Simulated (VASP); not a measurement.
Write the native input for VASP 6.6.1 that does the following.

- Task: single point
- Functional: r2SCAN
- Potentials or basis: VASP PAW PBE potentials, release 64 (Ir_sv_GW)
- Cutoff: 620 eV
- k mesh: 14 × 14 × 14
- Occupations: fermi-dirac, width 0.1 eV
- Spin: no spin polarisation
- Dipole correction: no
- Further INCAR settings: ALGO = Normal; EDIFF = 1e-06; NBANDS = 14

Crystal: Ir.

```
CELL_PARAMETERS angstrom
0.00000 1.92279 1.92279
1.92279 0.00000 1.92279
1.92279 1.92279 0.00000
ATOMIC_POSITIONS crystal
Ir 0.00000 0.00000 0.00000
```

These files were run (other wordings do the same):

POSCAR

```
Ir
1.0
    0.0000000000      1.9227941108      1.9227941108
    1.9227941108      0.0000000000      1.9227941108
    1.9227941108      1.9227941108      0.0000000000
Ir
1
Direct
    0.0000000000      0.0000000000      0.0000000000
```

INCAR.step1

```
SYSTEM = Ir
PREC = Accurate ; ENCUT = 620
ISMEAR = -1 ; SIGMA = 0.1
LREAL = .FALSE. ; LASPH = .TRUE.
NELM = 120 ; NBANDS = 14
GGA = PE ; ALGO = Normal
EDIFF = 1E-5 ; LWAVE = .TRUE.
LCHARG = .FALSE. ; GGA_COMPAT = .FALSE.
```

INCAR.step2

```
SYSTEM = Ir
PREC = Accurate ; ENCUT = 620
EDIFF = 1E-6 ; ISMEAR = -1
SIGMA = 0.1 ; LREAL = .FALSE.
LASPH = .TRUE. ; NELM = 120
ALGO = Normal ; ISIF = 2
LWAVE = .FALSE. ; LCHARG = .TRUE.
METAGGA = R2SCAN ; LMIXTAU = .TRUE.
LELF = .TRUE. ; LVHAR = .TRUE.
NBANDS = 14 ; ISTART = 1
GGA_COMPAT = .FALSE.
```

KPOINTS

```
regular mesh
0
G
  14 14 14
  0 0 0
```

Potentials or basis: VASP PAW PBE potentials, release 64 (Ir_sv_GW).

Launch:

```console
$ cat potpaw_PBE.64/Ir_sv_GW/POTCAR > POTCAR
$ cp INCAR.step1 INCAR
$ mpirun -np 1 vasp_std > vasp.out
$ cp INCAR.step2 INCAR
$ mpirun -np 1 vasp_std > vasp.out
```

Results of the run:

```yaml
Pressure: -0.9 GPa
Band_gap_on_the_k_mesh: zero (an odd number of electrons rules out a gap without spin polarisation)
```

Caveat: the PAW data sets were made with another functional, which shifts forces and pressure a little; spin-orbit coupling is left out, which moves the levels of the heavy elements.

It took 65 s on 1 thread of Intel(R) Xeon(R) Platinum 8259CL CPU @ 2.50GHz (Skylake/Cascade Lake), on a shared host, peak memory 0.17 GiB.
